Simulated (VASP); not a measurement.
**AgCl: single point with r2SCAN**

The system is AgCl.

```
CELL_PARAMETERS angstrom
0.00000 2.77315 2.77315
2.77315 0.00000 2.77315
2.77315 2.77315 0.00000
ATOMIC_POSITIONS crystal
Ag 0.50902 0.50902 0.49098
Cl 0.00000 0.00000 0.00000
```

This cell differs from its parent crystal: all Ag atoms moved -0.050 Å, as atom 1 towards its neighbour atom 2 (Cl) at 2.773 Å.

```json
{"Program": "VASP 6.6.1", "Task": "single point", "Functional": "r2SCAN", "Potentials or basis": "VASP PAW PBE potentials, release 64 (Ag, Cl)", "Cutoff": "520 eV", "k mesh": "8 × 8 × 8", "Occupations": "gaussian, width 0.05 eV", "Spin": "no spin polarisation"}
```

```json
{
  "Pressure": "-0.1 GPa",
  "Largest force": "0.065 eV/Å",
  "Band gap on the k mesh": "1.43 eV (least direct gap 3.64 eV)"
}
```

Forces on the atoms (eV/Å):
```
Ag   0.000  0.000 -0.065
Cl   0.000  0.000  0.065
```

Stress tensor (GPa, compression positive):
```
-0.11  0.00  0.00
 0.00 -0.11  0.00
 0.00  0.00  0.02
```

Levels at points of the mesh, in eV from the valence-band top:
| k point | band 6 | band 7 | band 8 | band 9 | band 10 | band 11 | band 12 | band 13 |
| --- | --- | --- | --- | --- | --- | --- | --- | --- |
| (0.00, 0.00, 0.00) | -2.38 | -2.33 | -2.33 | -2.21 | 1.43 | 11.33 | 11.33 | 11.33 |
| (0.50, 0.00, 0.00) | -2.07 | -1.75 | 0.00 | 0.00 | 4.71 | 7.16 | 8.28 | 8.28 |
| (0.50, 0.50, 0.00) | -2.19 | -1.95 | -1.95 | -1.84 | 2.93 | 8.35 | 9.25 | 12.35 |
| (0.00, 0.50, 0.50) | -2.18 | -1.95 | -1.95 | -1.84 | 2.93 | 8.34 | 9.24 | 12.35 |

Wall time 84 s on 1 thread of AMD EPYC 9R45 96-Core Processor (Zen 5), with other jobs on the host, peak memory 0.17 GiB.

Caveat: the cell differs from its parent crystal (all Ag atoms moved -0.050 Å, as atom 1 towards its neighbour atom 2 (Cl) at 2.773 Å); the PAW data sets were made with another functional, which shifts forces and pressure a little. A k mesh can miss the band edges.
